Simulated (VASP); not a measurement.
Ca3CdF8: single point with r2SCAN

The system is Ca3CdF8.

```
Ca F Cd
1.0
     3.83949   -5.42681    0.00000
     3.83949    5.42681    0.00000
     0.00000    0.00000    3.83514
Ca F Cd
3 8 1
Direct
  0.00000 0.50000 0.00000
  0.00000 0.00000 0.50000
  0.50000 0.00000 0.00000
  0.37571 0.12615 0.50000
  0.12615 0.37571 0.50000
  0.87463 0.12537 0.00000
  0.62434 0.37566 0.00000
  0.37566 0.62434 0.00000
  0.12537 0.87463 0.00000
  0.87385 0.62429 0.50000
  0.62429 0.87385 0.50000
  0.50000 0.50000 0.50000
```

| Quantity | Value |
| --- | --- |
| Program | VASP 6.6.1 |
| Task | single point |
| Functional | r2SCAN |
| Potentials or basis | VASP PAW PBE potentials, release 64 (Ca_sv, F, Cd) |
| Cutoff | 520 eV |
| k mesh | 4 × 4 × 6 |
| Occupations | gaussian, width 0.01 eV |
| Spin | no spin polarisation |
| Dipole correction | no |
| Further INCAR settings | ALGO = Normal; EDIFF = 1e-06; NBANDS = 61 |

The pressure is 0.7 GPa and the largest force is 0.015 eV/Å. The band gap on the k mesh is 5.99 eV (least direct gap 6.05 eV).

Forces on the atoms (eV/Å):
```
Ca   0.000  0.000  0.000
Ca   0.000  0.000  0.000
Ca   0.000  0.000  0.000
F   -0.012 -0.006  0.000
F   -0.012  0.006  0.000
F    0.000  0.001  0.000
F    0.000 -0.015  0.000
F    0.000  0.015  0.000
F    0.000 -0.001  0.000
F    0.012 -0.006  0.000
F    0.012  0.006  0.000
Cd   0.000  0.000  0.000
```

Levels at points of the mesh, in eV from the valence-band top:
```csv
k point,band 46,band 47,band 48,band 49,band 50,band 51,band 52,band 53
"(0.00, 0.00, 0.00)",-0.50,-0.24,-0.21,-0.06,5.99,8.84,9.94,9.95
"(0.50, 0.00, 0.00)",-0.63,-0.40,-0.24,-0.10,6.70,8.77,9.04,9.45
"(0.50, 0.50, 0.00)",-0.48,-0.44,-0.06,-0.05,6.92,8.80,9.18,9.42
"(0.00, 0.00, 0.50)",-0.31,-0.30,-0.21,0.00,8.18,8.95,9.16,9.38
"(0.50, 0.00, 0.50)",-0.59,-0.38,-0.14,-0.11,8.33,9.01,9.03,9.35
"(0.50, 0.50, 0.50)",-0.22,-0.21,-0.20,-0.04,8.05,9.02,9.03,10.10
```

Run time: 27 min on 1 thread of Intel Xeon 8259CL, with other jobs on the host, peak memory 0.44 GiB.

Caveat: the PAW data sets were made with another functional, which shifts forces and pressure a little. A k mesh can miss the band edges.
